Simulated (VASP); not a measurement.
Set up this calculation in VASP 6.6.1, as the native input.

```
Task                                : relaxation of the atoms
Functional                          : PBE
Potentials or basis                 : VASP PAW PBE potentials, release 64 (Al, O)
Cutoff                              : 520 eV
k mesh                              : 9 × 3 × 1
Occupations                         : gaussian, width 0.1 eV
Spin                                : no spin polarisation
Dipole correction                   : yes
Atoms held fixed (from 0)           : [0, 1, 2, 3, 4, 5, 6, 7, 8]
Further INCAR settings              : ALGO = Normal; EDIFF = 1e-07; NELMDL = -8; IBRION = 2; EDIFFG = -0.025; NSW = 36
Atoms held along some axes (from 0) : atom 9 along a and b
```

The structure of Al9O lies in POSCAR:

```
Al9O
1.0
    2.8535431553      0.0000000000      0.0000000000
   -1.4267715776      9.7014842380      0.0000000000
    0.0000000000      0.0000000000     20.2903703519
Al O
9 1
Selective dynamics
Direct
    0.5324432082      0.0648864163      0.1971378506  F F F
    0.6709612116      0.3419224231      0.2462112388  F F F
    0.2986648122      0.5973296244      0.2560259164  F F F
    0.9263684129      0.8527368258      0.2658405940  F F F
    0.0639544186      0.1277109169      0.3154271774  F F F
    0.1995835202      0.4042231294      0.3707799915  F F F
    0.8288001075      0.6596656514      0.3785021758  F F F
    0.4526153831      0.9110819252      0.3874246337  F F F
    0.5924854486      0.1814072004      0.4332286794  F F F
    1.0924854486      0.9314072004      0.4503638025  F F T
```

One way to write it, as run:

INCAR

```
ALGO = Normal
DIPOL = 0.5 0.5 0.330
EDIFF = 1E-7
EDIFFG = -0.025
ENCUT = 520
GGA = PE
GGA_COMPAT = False
IBRION = 2
IDIPOL = 3
ISIF = 2
ISMEAR = 0
LASPH = True
LCHARG = False
LDIPOL = True
LREAL = False
LWAVE = False
NELM = 120
NELMDL = -8
NELMIN = 4
NSW = 36
PREC = Accurate
SIGMA = 0.1
```

KPOINTS

```
k-points
0
Gamma
  9 3 1
```

Potentials or basis: VASP PAW PBE potentials, release 64 (Al, O).

Run with:

```bash
$ cat potpaw_PBE.64/Al/POTCAR potpaw_PBE.64/O/POTCAR > POTCAR
$ mpirun -np 1 vasp_std > vasp.out
```

It gave:

The energy gained by relaxing is 0.0 meV/atom and the ionic steps are 2. The band gap on the k mesh is zero (an odd number of electrons rules out a gap without spin polarisation).

It took 6.8 min on 1 thread of Intel(R) Xeon(R) Platinum 8488C (Sapphire Rapids), on a shared host, peak memory 0.74 GiB.
